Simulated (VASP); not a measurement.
# SrTiO3 (I4/mcm) in VASP: notebook

The runs below take SrTiO3 through single point, with PBE.

Program: VASP 6.6.1. These are calculated values, not measurements. Logs are shortened: lines on timing, memory, paths and dates and some standing lists are left out, and cuts for length are marked.

### Step 1. The cell of the first run

It takes space group I4/mcm (No. 140, tetragonal). The conventional cell has a = 5.302 Å, b = 5.302 Å, c = 7.624 Å, α = 90.00°, β = 90.00°, γ = 90.00°. Within 3.3 Å of Sr (site symmetry -42m) lie 12 O at 2.49 to 2.87 Å and 8 Ti at 3.27 Å. Ti (site symmetry 4/m) has 6 O at 1.89 to 1.91 Å within 2.5 Å. Within 2.5 Å of O (site symmetry 422) lie 2 Ti at 1.91 Å. O (site symmetry m2m) has 2 Ti at 1.89 Å and 2 Sr at 2.49 Å within 2.5 Å.

### Step 2. Single point, PBE (10.72 Å³/atom)

INCAR

```
PREC = Accurate ; ENCUT = 520
EDIFF = 1E-6 ; ISMEAR = 0
SIGMA = 0.02 ; LREAL = F
LASPH = T ; NELM = 80
ALGO = Normal ; ISIF = 2
LWAVE = F ; LCHARG = T
GGA = PE ; LELF = T
LVHAR = T ; NBANDS = 51
```

KPOINTS

```
Automatic mesh
0
Gamma
  8 8 8
```

POSCAR

```
SrTiO3
1.0
   -2.6512312914      2.6512312914      3.8121359956
    2.6512312914     -2.6512312914      3.8121359956
    2.6512312914      2.6512312914     -3.8121359956
Sr Ti O
2 2 6
Direct
    0.7500000000      0.2500000000      0.5000000000
    0.2500000000      0.7500000000      0.5000000000
    0.0000000000      0.0000000000      0.0000000000
    0.5000000000      0.5000000000      0.0000000000
    0.2500000000      0.2500000000      0.0000000000
    0.7500000000      0.7500000000      0.0000000000
    0.7134251546      0.2134251546      0.9268503093
    0.2134251546      0.2865748454      0.5000000000
    0.2865748454      0.7865748454      0.0731496907
    0.7865748454      0.7134251546      0.5000000000
```

Potentials or basis: VASP PAW PBE potentials, release 64 (Sr_sv, Ti_sv, O).

On the command line:

```
> cat potpaw_PBE.64/Sr_sv/POTCAR potpaw_PBE.64/Ti_sv/POTCAR potpaw_PBE.64/O/POTCAR > POTCAR
> mpirun -np 1 vasp_std > vasp.out
```

OUTCAR:

```text
PREC = Accurate
   ENCUT = 520
   EDIFF = 1E-6
   ISMEAR = 0
   LREAL = F
   LASPH = T
   NELM = 80
   ISIF = 2
   GGA = PE

 ion  position               nearest neighbor table
   1  0.750  0.250  0.500-   9 2.49   8 2.49  10 2.49   7 2.49   5 2.65   6 2.65   6 2.65   5 2.65
                             7 2.87   9 2.87   8 2.87  10 2.87   4 3.27   3 3.27   3 3.27   4 3.27
   2  0.250  0.750  0.500-   7 2.49   8 2.49  10 2.49   9 2.49   5 2.65   6 2.65   5 2.65   6 2.65
                             9 2.87   7 2.87  10 2.87   8 2.87   3 3.27   4 3.27   4 3.27   3 3.27
   3  0.000  0.000  0.000-   7 1.89   9 1.89   8 1.89  10 1.89   5 1.91   6 1.91   1 3.27   2 3.27
                             1 3.27   2 3.27   2 3.27   2 3.27   1 3.27   1 3.27
   4  0.500  0.500  0.000-   7 1.89   9 1.89  10 1.89   8 1.89   5 1.91   6 1.91   2 3.27   1 3.27
                             2 3.27   1 3.27   2 3.27   2 3.27   1 3.27   1 3.27
   5  0.250  0.250  0.000-   3 1.91   4 1.91   1 2.65   2 2.65   2 2.65   1 2.65
   6  0.750  0.750  0.000-   3 1.91   4 1.91   1 2.65   2 2.65   1 2.65   2 2.65
   7  0.713  0.213  0.927-   3 1.89   4 1.89   2 2.49   1 2.49   1 2.87   2 2.87
   8  0.213  0.287  0.500-   4 1.89   3 1.89   1 2.49   2 2.49   1 2.87   2 2.87
   9  0.287  0.787  0.073-   3 1.89   4 1.89   1 2.49   2 2.49   2 2.87   1 2.87
  10  0.787  0.713  0.500-   3 1.89   4 1.89   1 2.49   2 2.49   1 2.87   2 2.87

  LATTYP: Found a body centered tetragonal cell.
 ALAT       =     5.3024625828
 C/A-ratio  =     1.4378737939

  Lattice vectors:

 A1 = (  -2.6512312914,   2.6512312914,   3.8121359956)
 A2 = (   2.6512312914,  -2.6512312914,   3.8121359956)
 A3 = (   2.6512312914,   2.6512312914,  -3.8121359956)

Analysis of symmetry for initial positions (statically):
=====================================================================
 Subroutine PRICEL returns:
 Original cell was already a primitive cell.

 Routine SETGRP: Setting up the symmetry group for a
 body centered tetragonal supercell.

 Subroutine GETGRP returns: Found 16 space group operations
 (whereof  8 operations were pure point group operations)
 out of a pool of 16 trial point group operations.

The static configuration has the point symmetry C_4h.
 The point group associated with its full space group is D_4h.

Analysis of symmetry for dynamics (positions and initial velocities):
=====================================================================
 Subroutine PRICEL returns:
 Original cell was already a primitive cell.

 Routine SETGRP: Setting up the symmetry group for a
 body centered tetragonal supercell.

 Subroutine GETGRP returns: Found 16 space group operations
 (whereof  8 operations were pure point group operations)
 out of a pool of 16 trial point group operations.

The dynamic configuration has the point symmetry C_4h.
 The point group associated with its full space group is D_4h.

 Subroutine INISYM returns: Found 16 space group operations
 (whereof  8 operations are pure point group operations),
 and found     1 'primitive' translations

----------------------------------------------------------------------------------------

                                     Primitive cell

  volume of cell :     107.1824

  direct lattice vectors                    reciprocal lattice vectors
    -2.651231291  2.651231291  3.812135996     0.000000000  0.188591618  0.131160064
     2.651231291 -2.651231291  3.812135996     0.188591618  0.000000000  0.131160064
     2.651231291  2.651231291 -3.812135996     0.188591618  0.188591618  0.000000000

  length of vectors
     5.347002485  5.347002485  5.347002485     0.229716697  0.229716697  0.266708824

  position of ions in fractional coordinates (direct lattice)
     0.750000000  0.250000000  0.500000000
     0.250000000  0.750000000  0.500000000
     0.000000000  0.000000000  0.000000000
     0.500000000  0.500000000  0.000000000
     0.250000000  0.250000000  0.000000000
     0.750000000  0.750000000  0.000000000
     0.713425155  0.213425155  0.926850309
     0.213425155  0.286574845  0.500000000
     0.286574845  0.786574845  0.073149691
     0.786574845  0.713425155  0.500000000

  ion indices of the primitive-cell ions
   primitive index   ion index
                 1           1
                 2           2
                 3           3
                 4           4
                 5           5
                 6           6
                 7           7
                 8           8
                 9           9
                10          10

----------------------------------------------------------------------------------------

 KPOINTS: Automatic mesh

Automatic generation of k-mesh.
 Grid dimensions read from file:
 generate k-points for:    8    8    8

 Generating k-lattice:

  Cartesian coordinates                     Fractional coordinates (reciprocal lattice)
     0.000000000  0.023573952  0.016395008     0.125000000 -0.000000000  0.000000000
     0.023573952  0.000000000  0.016395008    -0.000000000  0.125000000  0.000000000
     0.023573952  0.023573952  0.000000000     0.000000000  0.000000000  0.125000000

  Length of vectors
     0.028714587  0.028714587  0.033338603

  Shift w.r.t. Gamma in fractional coordinates (k-lattice)
     0.000000000  0.000000000  0.000000000

 Subroutine IBZKPT returns following result:
 ===========================================

 Found     59 irreducible k-points:

 Following reciprocal coordinates:
            Coordinates               Weight
  0.000000  0.000000  0.000000      1.000000
  0.125000 -0.000000  0.000000      8.000000
  0.250000 -0.000000  0.000000      8.000000
  0.375000 -0.000000  0.000000      8.000000
  0.500000 -0.000000  0.000000      4.000000
  0.125000  0.125000  0.000000      8.000000
[... 16 lines left out ...]
  0.250000  0.125000  0.125000     16.000000
  0.375000  0.125000  0.125000      8.000000
 [... further k-points ...]
   k-points           NKPTS =     59   k-points in BZ     NKDIM =     59   number of bands    NBANDS=     51
   number of dos      NEDOS =    301   number of ions     NIONS =     10
   total plane-waves  NPLWV =  64000
   dimension x,y,z NGX =    40 NGY =   40 NGZ =   40
   dimension x,y,z NGXF=    80 NGYF=   80 NGZF=   80
   ions per type =               2   2   6
   NGX,Y,Z   is equivalent  to a cutoff of  12.44, 12.44, 12.44 a.u.
   NGXF,Y,Z  is equivalent  to a cutoff of  24.87, 24.87, 24.87 a.u.
 SYSTEM =  unknown system
   PREC   = accura    normal or accurate (medium, high low for compatibility)
   ISTART =      0    job   : 0-new  1-cont  2-samecut
   ICHARG =      2    charge: 1-file 2-atom 10-const
   ISPIN  =      1    spin polarized calculation?
   LNONCOLLINEAR =      F non collinear calculations
   LSORBIT =      F    spin-orbit coupling
   LASPH  =      T    aspherical Exc in radial PAW
   ENCUT  =  520.0 eV  38.22 Ry    6.18 a.u.   9.94  9.94  9.94*2*pi/ulx,y,z
   NELM   =     80;   NELMIN=  2; NELMDL= -5     # of ELM steps
   EDIFF  = 0.1E-05   stopping-criterion for ELM
   LREAL  =      F    real-space projection
   EDIFFG = 0.1E-04   stopping-criterion for IOM
   NSW    =      0    number of steps for IOM
   IBRION =     -1    ionic relax: 0-MD 1-quasi-New 2-CG
   NFREE  =      0    steps in history (QN), initial steepest desc. (CG)
   ISIF   =      2    stress and relaxation
   ISYM   =      2    0-nonsym 1-usesym 2-fastsym
   POTIM  = 0.5000    time-step for ionic-motion
   TEBEG  =    0.0;   TEEND  =   0.0 temperature during run
   PSTRESS=    0.0 pullay stress
   NELECT =      80.0000    total number of electrons
   NUPDOWN=      -1.0000    fix difference up-down
   EMIN   =  10.00;   EMAX   =-10.00  energy-range for DOS
   EFERMI =   0.00;   METHOD = LEGACY
   ISMEAR =     0;   SIGMA  =   0.02  broadening in eV -4-tet -1-fermi 0-gaus
   EFERMI_NEDOS =   21; number of points for ismear=-14 and -15
   IALGO  =     38    algorithm
   IMIX   =      4    mixing-type and parameters
     AMIX     =   0.40;   BMIX     =  1.00
     AMIX_MAG =   1.60;   BMIX_MAG =  1.00
  volume/ion in A,a.u.               =      10.72        72.33
  Fermi-wavevector in a.u.,A,eV,Ry     =   1.485013  2.806268 30.004438  2.205264
  Thomas-Fermi vector in A             =   2.598478
   LORBIT       =      0    0 simple, 1 ext, 2 COOP (PROOUT), +10 PAW based schemes
   GGA     = PE    functional components
   LHFCALC =     F    Hartree Fock is set to
   AEXX    =    0.0000 exact exchange contribution
   IVDW    =     0    specifies the selected vdW correction
   LEPSILON=     F    determine dielectric tensor
   LRPA    =     F    only Hartree local field effects (RPA)
 non-spin polarized calculation
 Gauss-broadening in eV      SIGMA  =   0.02
  energy-cutoff  :      520.00
  volume of cell :      107.18
 maximum number of plane-waves:      2902
   NGX = 19   NGY = 19   NGZ = 19

 number of electron      80.0000041 magnetization

 Free energy of the ion-electron system (eV)
  ---------------------------------------------------
  ext. energy  EPLUGINS =         0.00000000
  ---------------------------------------------------
  free energy    TOTEN  =       -78.97673041 eV

  energy without entropy =      -78.97673041  energy(sigma->0) =      -78.97673041

 E-fermi :   4.9147     XC(G=0): -11.8404

 val. band max:        4.8179765374   @ k =  -0.2500   0.2500   0.0000
 cond. band min:       7.1009088376   @ k =   0.0000   0.0000   0.0000
 fundamental gap:      2.2829323002
 Fermi energy:         4.9147390439

 k-point     1 :       0.0000    0.0000    0.0000
  band No.  band energies     occupation
      1     -51.1056      2.00000
      2     -51.0973      2.00000
      3     -27.5201      2.00000
      4     -27.5201      2.00000
      5     -27.5103      2.00000
      6     -27.4176      2.00000
[... 43 lines left out ...]
     50      11.4038      0.00000
     51      12.5467      0.00000

 k-point     2 :       0.1250   -0.0000    0.0000
  band No.  band energies     occupation
      1     -51.1053      2.00000
      2     -51.0976      2.00000
      3     -27.5166      2.00000
      4     -27.5163      2.00000
      5     -27.5071      2.00000
      6     -27.4359      2.00000
[... 43 lines left out ...]
     50      11.5810      0.00000
     51      12.6852      0.00000

 k-point     3 :       0.2500   -0.0000    0.0000
  band No.  band energies     occupation
      1     -51.1044      2.00000
      2     -51.0985      2.00000
      3     -27.5094      2.00000
      4     -27.5058      2.00000
      5     -27.4983      2.00000
      6     -27.4712      2.00000
[... 43 lines left out ...]
     50      12.0632      0.00000
     51      13.0829      0.00000
[... 1027 lines left out ...]
 k-point    23 :       0.2500    0.1250    0.1250
  band No.  band energies     occupation
      1     -51.1027      2.00000
      2     -51.1002      2.00000
      3     -27.5449      2.00000
      4     -27.5373      2.00000
      5     -27.4846      2.00000
      6     -27.4514      2.00000
[... 43 lines left out ...]
     50      12.4810      0.00000
     51      13.2565      0.00000

 k-point    24 :       0.3750    0.1250    0.1250
  band No.  band energies     occupation
      1     -51.1014      2.00000
      2     -51.1014      2.00000
      3     -27.5464      2.00000
      4     -27.5464      2.00000
      5     -27.4687      2.00000
      6     -27.4687      2.00000
[... 43 lines left out ...]
     50      12.9242      0.00000
     51      13.1175      0.00000

 [... further k-points ...]

------------------------ aborting loop because EDIFF is reached ----------------------------------------

  FORCE on cell =-STRESS in cart. coord.  units (eV):
  Direction    XX          YY          ZZ          XY          YZ          ZX
  --------------------------------------------------------------------------------------
  -------------------------------------------------------------------------------------
  Total       19.3395117     19.3395117     19.4165954      0.0000000      0.0000000      0.0000000
  in kB      289.0896051    289.0896051    290.2418626      0.0000000      0.0000000      0.0000000
  external PRESSURE =     289.4736909 kB  Pullay stress =       0.0000000 kB

 VOLUME and BASIS-vectors are now :
 -----------------------------------------------------------------------------
  energy-cutoff  :      520.00
  volume of cell :      107.18
      direct lattice vectors                 reciprocal lattice vectors
    -2.651231291  2.651231291  3.812135996     0.000000000  0.188591618  0.131160064
     2.651231291 -2.651231291  3.812135996     0.188591618  0.000000000  0.131160064
     2.651231291  2.651231291 -3.812135996     0.188591618  0.188591618  0.000000000

 POSITION                                       TOTAL-FORCE (eV/Angst)
 -----------------------------------------------------------------------------------
      0.00000      2.65123      1.90607        -0.000000     -0.000000     -0.000000
      2.65123      0.00000      1.90607         0.000000     -0.000000     -0.000000
      0.00000      0.00000      0.00000        -0.000000     -0.000000     -0.000000
      0.00000      0.00000      3.81214         0.000000     -0.000000     -0.000000
      0.00000      0.00000      1.90607         0.000000     -0.000000     -0.000000
      0.00000      0.00000      5.71820        -0.000000     -0.000000     -0.000000
      1.13168      3.78291     -0.00000         0.012589      0.012589     -0.000000
      1.51955      1.13168      0.00000        -0.012589      0.012589      0.000000
      1.51955     -1.13168      3.81214        -0.012589     -0.012589      0.000000
      1.13168      1.51955      3.81214         0.012589     -0.012589     -0.000000
 -----------------------------------------------------------------------------------
    total drift:                               -0.000000     -0.000000      0.000000

  FREE ENERGIE OF THE ION-ELECTRON SYSTEM (eV)
  ---------------------------------------------------
  free  energy   TOTEN  =       -78.9767304054 eV

  energy  without entropy=      -78.9767304054  energy(sigma->0) =      -78.97673041
```

Wall time 8.2 min (1 thread of Oxide Virtual Turin-like, shared host); peak memory 0.38 GiB.

Results:

- Free energy: -78.9767 eV
- Pressure: 28.9 GPa
- Largest force: 0.018 eV/Å
- Band gap on the k mesh: 2.28 eV (least direct gap 2.31 eV)

Forces in eV/Å, atoms in the order of the input:
```
Sr   0.000  0.000  0.000
Sr   0.000  0.000  0.000
Ti   0.000  0.000  0.000
Ti   0.000  0.000  0.000
O    0.000  0.000  0.000
O    0.000  0.000  0.000
O    0.013  0.013  0.000
O   -0.013  0.013  0.000
O   -0.013 -0.013  0.000
O    0.013 -0.013  0.000
```

Caveat: the cell stands under pressure. A k mesh can miss the band edges.

### Step 3. Single point, PBE (11.08 Å³/atom)

This run uses another cell than the first one, of 11.08 Å³/atom.

INCAR

```
SYSTEM = SrTiO3
ALGO = Normal
EDIFF = 1E-6
ENCUT = 520
GGA = PE
ISIF = 2
ISMEAR = 0
LASPH = .TRUE.
LCHARG = .FALSE.
LREAL = .FALSE.
LWAVE = .FALSE.
NBANDS = 51
NELM = 100
PREC = Accurate
SIGMA = 0.02
```

KPOINTS

```
k-points
0
G
  8 8 8
  0 0 0
```

POSCAR

```
SrTiO3
1.0
   -2.6844933585      2.6844933585      3.8450117537
    2.6844933585     -2.6844933585      3.8450117537
    2.6844933585      2.6844933585     -3.8450117537
Sr Ti O
2 2 6
Direct
    0.7500000000      0.2500000000      0.5000000000
    0.2500000000      0.7500000000      0.5000000000
    0.0000000000      0.0000000000      0.0000000000
    0.5000000000      0.5000000000      0.0000000000
    0.2500000000      0.2500000000      0.0000000000
    0.7500000000      0.7500000000      0.0000000000
    0.7171054185      0.2171054185      0.9342108370
    0.2171054185      0.2828945815      0.5000000000
    0.2828945815      0.7828945815      0.0657891630
    0.7828945815      0.7171054185      0.5000000000
```

Potentials or basis: VASP PAW PBE potentials, release 64 (Sr_sv, Ti_sv, O).

On the command line:

```
> cat potpaw_PBE.64/Sr_sv/POTCAR potpaw_PBE.64/Ti_sv/POTCAR potpaw_PBE.64/O/POTCAR > POTCAR
> mpirun -np 1 vasp_std > vasp.out
```

Run time: 5.9 min. Hardware: 1 thread of Oxide Virtual Turin-like, shared host; peak memory 0.39 GiB.

It converged, with:

```
Free energy            : -79.5406 eV
Pressure               : 20.1 GPa
Largest force          : 0.013 eV/Å
Band gap on the k mesh : 2.18 eV (least direct gap 2.20 eV)
```

Forces on the atoms (eV/Å):
```
Sr   0.000  0.000  0.000
Sr   0.000  0.000  0.000
Ti   0.000  0.000  0.000
Ti   0.000  0.000  0.000
O    0.000  0.000  0.000
O    0.000  0.000  0.000
O    0.009  0.009  0.000
O   -0.009  0.009  0.000
O   -0.009 -0.009  0.000
O    0.009 -0.009  0.000
```

Stress tensor (GPa, compression positive):
```
20.06  0.00  0.00
 0.00 20.06  0.00
 0.00  0.00 20.18
```

Levels at points of the mesh, in eV from the valence-band top:
```csv
k point,band 36,band 37,band 38,band 39,band 40,band 41,band 42,band 43,band 44,band 45
"(0.00, 0.00, 0.00)",-0.19,-0.19,-0.19,-0.03,-0.03,2.18,2.18,2.22,4.46,4.91
"(0.50, 0.00, 0.00)",-0.99,-0.69,-0.69,-0.57,-0.57,3.74,3.74,3.77,3.77,3.85
"(0.50, 0.50, 0.00)",-1.48,-1.32,-0.60,-0.59,-0.03,2.31,4.10,4.13,4.15,4.20
"(0.50, 0.50, 0.50)",-1.41,-1.41,-0.49,-0.49,-0.05,2.38,4.04,4.04,4.33,4.36
```

Caveat: the cell stands under pressure. A k mesh can miss the band edges.

### Step 4. Single point, PBE

This run uses another cell than the first one, of 11.08 Å³/atom.

INCAR

```
  ALGO = Normal
  EDIFF = 1E-6
  ENCUT = 520
  GGA = PE
  ISIF = 2
  ISMEAR = 0
  LASPH = T
  LCHARG = F
  LREAL = F
  LWAVE = F
  NBANDS = 51
  NELM = 60
  PREC = Accurate
  SIGMA = 0.02
```

KPOINTS

```
k-points
0
Gamma
  8 8 8
```

POSCAR is that of step 3.

On the command line:

```
> cat potpaw_PBE.64/Sr_sv/POTCAR potpaw_PBE.64/Ti_sv/POTCAR potpaw_PBE.64/O/POTCAR > POTCAR
> mpirun -np 1 vasp_std > vasp.out
```

It took 8.3 min on 1 thread of Oxide Virtual Turin-like, shared host; peak memory 0.39 GiB.

It converged, with:

```yaml
Free_energy: -79.5406 eV
Pressure: 20.1 GPa
Largest_force: 0.013 eV/Å
Band_gap_on_the_k_mesh: 2.18 eV (least direct gap 2.20 eV)
```

Forces in eV/Å, atoms in the order of the input:
```
Sr   0.000  0.000  0.000
Sr   0.000  0.000  0.000
Ti   0.000  0.000  0.000
Ti   0.000  0.000  0.000
O    0.000  0.000  0.000
O    0.000  0.000  0.000
O    0.009  0.009  0.000
O   -0.009  0.009  0.000
O   -0.009 -0.009  0.000
O    0.009 -0.009  0.000
```

Stress tensor (GPa, compression positive):
```
20.06  0.00  0.00
 0.00 20.06  0.00
 0.00  0.00 20.18
```

Levels at points of the mesh, in eV from the valence-band top:
```csv
k point,band 36,band 37,band 38,band 39,band 40,band 41,band 42,band 43,band 44,band 45
"(0.00, 0.00, 0.00)",-0.19,-0.19,-0.19,-0.03,-0.03,2.18,2.18,2.22,4.46,4.91
"(0.50, 0.00, 0.00)",-0.99,-0.69,-0.69,-0.57,-0.57,3.74,3.74,3.77,3.77,3.85
"(0.50, 0.50, 0.00)",-1.48,-1.32,-0.60,-0.59,-0.03,2.31,4.10,4.13,4.15,4.20
"(0.50, 0.50, 0.50)",-1.41,-1.41,-0.49,-0.49,-0.05,2.38,4.04,4.04,4.33,4.36
```

Caveat: the cell stands under pressure. Expect the measured gap to be larger: semilocal functionals such as PBE lack the derivative discontinuity.
